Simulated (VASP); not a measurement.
# Ta2Si (Fm-3m) in VASP: a series of runs

Ta2Si is run at these levels: PBEsol; tasks: single point.

All numbers are computed with VASP 6.6.1; they aren't measurements. Logs are shortened: lines on timing, memory, paths and dates and some standing lists are left out, and cuts for length are marked.

## 1. The cell of the first run

The structure is cubic, space group Fm-3m (No. 225). Conventional cell: a = 5.949 Å, b = 5.949 Å, c = 5.949 Å, α = 90.00°, β = 90.00°, γ = 90.00°. Within 3.4 Å of Ta (site symmetry -43m) lie 4 Si at 2.58 Å and 6 Ta at 2.97 Å. Si (site symmetry m-3m) has 8 Ta at 2.58 Å within 3.4 Å.

## 2. Single point, PBEsol (volume scaled by 0.980)

Input file INCAR:

```
ALGO     = Normal         # electronic algorithm
EDIFF    = 1E-7           # SCF threshold, eV
ENCUT    = 520            # plane-wave cutoff, eV
GGA      = PS             # functional
ISIF     = 2              # what is computed and relaxed
ISMEAR   = 0              # smearing method
LASPH    = T              # aspherical terms in the spheres
LCHARG   = F              # write CHGCAR
LREAL    = F              # projectors in reciprocal space
LWAVE    = F              # write WAVECAR
NBANDS   = 20             # bands
NELM     = 100            # most SCF steps
PREC     = Accurate       # precision mode
SIGMA    = 0.05           # smearing width, eV
```

Input file KPOINTS:

```
k-points
0
Gamma
  10 10 10
```

Input file POSCAR:

```
Ta2Si
1.0
    0.0000000000      2.9744456714      2.9744456714
    2.9744456714      0.0000000000      2.9744456714
    2.9744456714      2.9744456714      0.0000000000
Ta Si
2 1
Direct
    0.2500000000      0.2500000000      0.2500000000
    0.7500000000      0.7500000000      0.7500000000
    0.0000000000      0.0000000000      0.0000000000
```

Potentials or basis: VASP PAW PBE potentials, release 64 (Ta_pv, Si).

Command:

```
cat potpaw_PBE.64/Ta_pv/POTCAR potpaw_PBE.64/Si/POTCAR > POTCAR
mpirun -np 1 vasp_std > vasp.out
```

OUTCAR:

```text
EDIFF = 1E-7
   ENCUT = 520
   GGA = PS
   ISIF = 2
   ISMEAR = 0
   LASPH = T
   LREAL = F
   NELM = 100
   PREC = Accurate

 ion  position               nearest neighbor table
   1  0.250  0.250  0.250-   3 2.58   3 2.58   3 2.58   3 2.58   2 2.97   2 2.97   2 2.97   2 2.97
                             2 2.97   2 2.97
   2  0.750  0.750  0.750-   3 2.58   3 2.58   3 2.58   3 2.58   1 2.97   1 2.97   1 2.97   1 2.97
                             1 2.97   1 2.97
   3  0.000  0.000  0.000-   2 2.58   2 2.58   2 2.58   1 2.58   2 2.58   1 2.58   1 2.58   1 2.58

  LATTYP: Found a face centered cubic cell.
 ALAT       =     5.9488913428

  Lattice vectors:

 A1 = (   0.0000000000,   2.9744456714,   2.9744456714)
 A2 = (   2.9744456714,   0.0000000000,   2.9744456714)
 A3 = (   2.9744456714,   2.9744456714,   0.0000000000)

Analysis of symmetry for initial positions (statically):
=====================================================================
 Subroutine PRICEL returns:
 Original cell was already a primitive cell.

 Routine SETGRP: Setting up the symmetry group for a
 face centered cubic supercell.

 Subroutine GETGRP returns: Found 48 space group operations
 (whereof 48 operations were pure point group operations)
 out of a pool of 48 trial point group operations.

The static configuration has the point symmetry O_h .

Analysis of symmetry for dynamics (positions and initial velocities):
=====================================================================
 Subroutine PRICEL returns:
 Original cell was already a primitive cell.

 Routine SETGRP: Setting up the symmetry group for a
 face centered cubic supercell.

 Subroutine GETGRP returns: Found 48 space group operations
 (whereof 48 operations were pure point group operations)
 out of a pool of 48 trial point group operations.

The dynamic configuration has the point symmetry O_h .

 Subroutine INISYM returns: Found 48 space group operations
 (whereof 48 operations are pure point group operations),
 and found     1 'primitive' translations

----------------------------------------------------------------------------------------

                                     Primitive cell

  volume of cell :      52.6318

  direct lattice vectors                    reciprocal lattice vectors
     0.000000000  2.974445671  2.974445671    -0.168098549  0.168098549  0.168098549
     2.974445671  0.000000000  2.974445671     0.168098549 -0.168098549  0.168098549
     2.974445671  2.974445671  0.000000000     0.168098549  0.168098549 -0.168098549

  length of vectors
     4.206501409  4.206501409  4.206501409     0.291155227  0.291155227  0.291155227

  position of ions in fractional coordinates (direct lattice)
     0.250000000  0.250000000  0.250000000
     0.750000000  0.750000000  0.750000000
     0.000000000  0.000000000  0.000000000

  ion indices of the primitive-cell ions
   primitive index   ion index
                 1           1
                 2           2
                 3           3

----------------------------------------------------------------------------------------

 KPOINTS: k-points

Automatic generation of k-mesh.
 Grid dimensions read from file:
 generate k-points for:   10   10   10

 Generating k-lattice:

  Cartesian coordinates                     Fractional coordinates (reciprocal lattice)
    -0.016809855  0.016809855  0.016809855     0.100000000  0.000000000  0.000000000
     0.016809855 -0.016809855  0.016809855     0.000000000  0.100000000  0.000000000
     0.016809855  0.016809855 -0.016809855     0.000000000  0.000000000  0.100000000

  Length of vectors
     0.029115523  0.029115523  0.029115523

  Shift w.r.t. Gamma in fractional coordinates (k-lattice)
     0.000000000  0.000000000  0.000000000

 Subroutine IBZKPT returns following result:
 ===========================================

 Found     47 irreducible k-points:

 Following reciprocal coordinates:
            Coordinates               Weight
  0.000000  0.000000  0.000000      1.000000
  0.100000  0.000000  0.000000      8.000000
  0.200000  0.000000  0.000000      8.000000
  0.300000  0.000000  0.000000      8.000000
  0.400000  0.000000  0.000000      8.000000
  0.500000  0.000000  0.000000      4.000000
[... 16 lines left out ...]
  0.300000  0.300000  0.000000      6.000000
  0.400000  0.300000  0.000000     24.000000
 [... further k-points ...]
   k-points           NKPTS =     47   k-points in BZ     NKDIM =     47   number of bands    NBANDS=     20
   number of dos      NEDOS =    301   number of ions     NIONS =      3
   total plane-waves  NPLWV =  32768
   dimension x,y,z NGX =    32 NGY =   32 NGZ =   32
   dimension x,y,z NGXF=    64 NGYF=   64 NGZF=   64
   ions per type =               2   1
   NGX,Y,Z   is equivalent  to a cutoff of  12.65, 12.65, 12.65 a.u.
   NGXF,Y,Z  is equivalent  to a cutoff of  25.29, 25.29, 25.29 a.u.
 SYSTEM =  unknown system
   PREC   = accura    normal or accurate (medium, high low for compatibility)
   ISTART =      0    job   : 0-new  1-cont  2-samecut
   ICHARG =      2    charge: 1-file 2-atom 10-const
   ISPIN  =      1    spin polarized calculation?
   LNONCOLLINEAR =      F non collinear calculations
   LSORBIT =      F    spin-orbit coupling
   LASPH  =      T    aspherical Exc in radial PAW
   ENCUT  =  520.0 eV  38.22 Ry    6.18 a.u.   7.82  7.82  7.82*2*pi/ulx,y,z
   NELM   =    100;   NELMIN=  2; NELMDL= -5     # of ELM steps
   EDIFF  = 0.1E-06   stopping-criterion for ELM
   LREAL  =      F    real-space projection
   EDIFFG = 0.1E-05   stopping-criterion for IOM
   NSW    =      0    number of steps for IOM
   IBRION =     -1    ionic relax: 0-MD 1-quasi-New 2-CG
   NFREE  =      0    steps in history (QN), initial steepest desc. (CG)
   ISIF   =      2    stress and relaxation
   ISYM   =      2    0-nonsym 1-usesym 2-fastsym
   POTIM  = 0.5000    time-step for ionic-motion
   TEBEG  =    0.0;   TEEND  =   0.0 temperature during run
   PSTRESS=    0.0 pullay stress
   NELECT =      26.0000    total number of electrons
   NUPDOWN=      -1.0000    fix difference up-down
   EMIN   =  10.00;   EMAX   =-10.00  energy-range for DOS
   EFERMI =   0.00;   METHOD = LEGACY
   ISMEAR =     0;   SIGMA  =   0.05  broadening in eV -4-tet -1-fermi 0-gaus
   EFERMI_NEDOS =   21; number of points for ismear=-14 and -15
   IALGO  =     38    algorithm
   IMIX   =      4    mixing-type and parameters
     AMIX     =   0.40;   BMIX     =  1.00
     AMIX_MAG =   1.60;   BMIX_MAG =  1.00
  volume/ion in A,a.u.               =      17.54       118.39
  Fermi-wavevector in a.u.,A,eV,Ry     =   1.294146  2.445581 22.787223  1.674814
  Thomas-Fermi vector in A             =   2.425747
   LORBIT       =      0    0 simple, 1 ext, 2 COOP (PROOUT), +10 PAW based schemes
   GGA     = PS    functional components
   LHFCALC =     F    Hartree Fock is set to
   AEXX    =    0.0000 exact exchange contribution
   IVDW    =     0    specifies the selected vdW correction
   LEPSILON=     F    determine dielectric tensor
   LRPA    =     F    only Hartree local field effects (RPA)
 non-spin polarized calculation
 Gauss-broadening in eV      SIGMA  =   0.05
  energy-cutoff  :      520.00
  volume of cell :       52.63
 maximum number of plane-waves:      1428
   NGX = 15   NGY = 15   NGZ = 15

 number of electron      25.9999999 magnetization

 Free energy of the ion-electron system (eV)
  ---------------------------------------------------
  ext. energy  EPLUGINS =         0.00000000
  ---------------------------------------------------
  free energy    TOTEN  =       -30.60857791 eV

  energy without entropy =      -30.60533640  energy(sigma->0) =      -30.60695716

 E-fermi :   6.6025     XC(G=0): -11.9338

 val. band max:        6.6006349479   @ k =  -0.4000   0.3000   0.1000
 cond. band min:       6.6995485853   @ k =   0.4000   0.0000   0.0000
 fundamental gap:      0.0989136374
 Fermi energy:         6.6025198115

 k-point     1 :       0.0000    0.0000    0.0000
  band No.  band energies     occupation
      1     -28.0406      2.00000
      2     -28.0406      2.00000
      3     -28.0406      2.00000
      4     -27.5994      2.00000
      5     -27.5994      2.00000
      6     -27.5994      2.00000
[... 12 lines left out ...]
     19      12.6138      0.00000
     20      12.7976      0.00000

 k-point     2 :       0.1000    0.0000    0.0000
  band No.  band energies     occupation
      1     -28.0328      2.00000
      2     -28.0307      2.00000
      3     -28.0307      2.00000
      4     -27.6142      2.00000
      5     -27.6112      2.00000
      6     -27.6112      2.00000
[... 12 lines left out ...]
     19      11.7495      0.00000
     20      13.4220      0.00000

 k-point     3 :       0.2000    0.0000    0.0000
  band No.  band energies     occupation
      1     -28.0096      2.00000
      2     -28.0019      2.00000
      3     -28.0019      2.00000
      4     -27.6556      2.00000
      5     -27.6451      2.00000
      6     -27.6451      2.00000
[... 12 lines left out ...]
     19      10.1528      0.00000
     20      13.7302      0.00000

 k-point     4 :       0.3000    0.0000    0.0000
  band No.  band energies     occupation
      1     -27.9715      2.00000
      2     -27.9562      2.00000
      3     -27.9562      2.00000
      4     -27.7159      2.00000
      5     -27.6971      2.00000
      6     -27.6971      2.00000
[... 12 lines left out ...]
     19      11.4610      0.00000
     20      14.1030      0.00000

 k-point     5 :       0.4000    0.0000    0.0000
  band No.  band energies     occupation
      1     -27.9200      2.00000
      2     -27.8973      2.00000
      3     -27.8973      2.00000
      4     -27.7854      2.00000
      5     -27.7610      2.00000
      6     -27.7610      2.00000
[... 12 lines left out ...]
     19      12.9484      0.00000
     20      14.4245      0.00000
[... 353 lines left out ...]
      6     -27.5597      2.00000
[... 12 lines left out ...]
     19      12.6406      0.00000
     20      12.9105      0.00000

 k-point    22 :      -0.2000    0.2000    0.0000
  band No.  band energies     occupation
      1     -28.0948      2.00000
      2     -27.8865      2.00000
      3     -27.8733      2.00000
      4     -27.8007      2.00000
      5     -27.7826      2.00000
      6     -27.5618      2.00000
[... 12 lines left out ...]
     19      11.8432      0.00000
     20      12.6591      0.00000

 k-point    23 :       0.3000    0.3000    0.0000
  band No.  band energies     occupation
      1     -28.0904      2.00000
      2     -28.0904      2.00000
      3     -28.0009      2.00000
      4     -27.6865      2.00000
      5     -27.5635      2.00000
      6     -27.5635      2.00000
[... 12 lines left out ...]
     19      11.2139      0.00000
     20      12.1833      0.00000

 k-point    24 :       0.4000    0.3000    0.0000
  band No.  band energies     occupation
      1     -28.0913      2.00000
      2     -28.0889      2.00000
      3     -28.0786      2.00000
      4     -27.6115      2.00000
      5     -27.5701      2.00000
      6     -27.5686      2.00000
[... 12 lines left out ...]
     19      11.5732      0.00000
     20      12.7167      0.00000

 [... further k-points ...]
[... 5 lines left out ...]
  --------------------------------------------------------------------------------------
  -------------------------------------------------------------------------------------
  Total        1.3728810      1.3728810      1.3728810      0.0000000      0.0000000      0.0000000
  in kB       41.7922118     41.7922118     41.7922118      0.0000000      0.0000000      0.0000000
  external PRESSURE =      41.7922118 kB  Pullay stress =       0.0000000 kB

 VOLUME and BASIS-vectors are now :
 -----------------------------------------------------------------------------
  energy-cutoff  :      520.00
  volume of cell :       52.63
      direct lattice vectors                 reciprocal lattice vectors
     0.000000000  2.974445671  2.974445671    -0.168098549  0.168098549  0.168098549
     2.974445671  0.000000000  2.974445671     0.168098549 -0.168098549  0.168098549
     2.974445671  2.974445671  0.000000000     0.168098549  0.168098549 -0.168098549

 POSITION                                       TOTAL-FORCE (eV/Angst)
 -----------------------------------------------------------------------------------
      1.48722      1.48722      1.48722         0.000000      0.000000     -0.000000
      4.46167      4.46167      4.46167        -0.000000     -0.000000      0.000000
      0.00000      0.00000      0.00000         0.000000     -0.000000      0.000000
 -----------------------------------------------------------------------------------
    total drift:                               -0.000000     -0.000000      0.000000

  FREE ENERGIE OF THE ION-ELECTRON SYSTEM (eV)
  ---------------------------------------------------
  free  energy   TOTEN  =       -30.6085779123 eV

  energy  without entropy=      -30.6053364022  energy(sigma->0) =      -30.60695716
```

Run time: 20 s. Hardware: 1 thread of Intel Xeon 6975P-C (Granite Rapids), shared host; peak memory 0.19 GiB.

What came out:

| Property | Result |
| --- | --- |
| Free energy | -30.6086 eV |
| Pressure | 4.2 GPa |
| Band gap on the k mesh | zero (band 13 reaches 9.04 eV, above the bottom of band 14 at 6.14 eV) |

Caveat: the cell differs from its parent crystal (volume scaled by 0.980); the PAW data sets were made with another functional, which shifts forces and pressure a little; spin-orbit coupling is left out, which moves the levels of the heavy elements.

## 3. Single point, PBEsol

This run uses another cell than the first one, of 17.90 Å³/atom, 1.020 times its volume.

Input file INCAR:

```
PREC = Accurate ; ENCUT = 520
EDIFF = 1E-6 ; ISMEAR = 0
SIGMA = 0.05 ; LREAL = False
LASPH = True ; NELM = 80
ALGO = Normal ; ISIF = 2
LWAVE = False ; LCHARG = False
GGA = PS ; NBANDS = 20
```

Input file KPOINTS:

```
regular mesh
0
Gamma
  10 10 10
```

Input file POSCAR:

```
Ta2Si
1.0
    0.0000000000      2.9945438870      2.9945438870
    2.9945438870      0.0000000000      2.9945438870
    2.9945438870      2.9945438870      0.0000000000
Ta Si
2 1
Direct
    0.2500000000      0.2500000000      0.2500000000
    0.7500000000      0.7500000000      0.7500000000
    0.0000000000      0.0000000000      0.0000000000
```

Potentials or basis: VASP PAW PBE potentials, release 64 (Ta_pv, Si).

Command:

```
cat potpaw_PBE.64/Ta_pv/POTCAR potpaw_PBE.64/Si/POTCAR > POTCAR
mpirun -np 1 vasp_std > vasp.out
```

Wall time 26 s (1 thread of Intel Xeon 6975P-C (Granite Rapids), shared host); peak memory 0.19 GiB.

The run converged. Its results:

```yaml
Free_energy: -30.6237 eV
Pressure: 0.3 GPa
Band_gap_on_the_k_mesh: zero (band 13 reaches 8.78 eV, above the bottom of band 14 at 5.97 eV)
```

Levels at points of the mesh, in eV from the Fermi level:
```csv
k point,band 11,band 12,band 13,band 14,band 15,band 16
"(0.00, 0.00, 0.00)",-2.95,-2.95,1.86,3.21,3.21,3.21
"(0.50, 0.00, 0.00)",-1.00,-1.00,-0.13,0.00,0.43,0.43
"(0.50, 0.50, 0.00)",-2.12,-2.12,-1.87,0.96,0.96,1.60
```

Caveat: the PAW data sets were made with another functional, which shifts forces and pressure a little; spin-orbit coupling is left out, which moves the levels of the heavy elements.
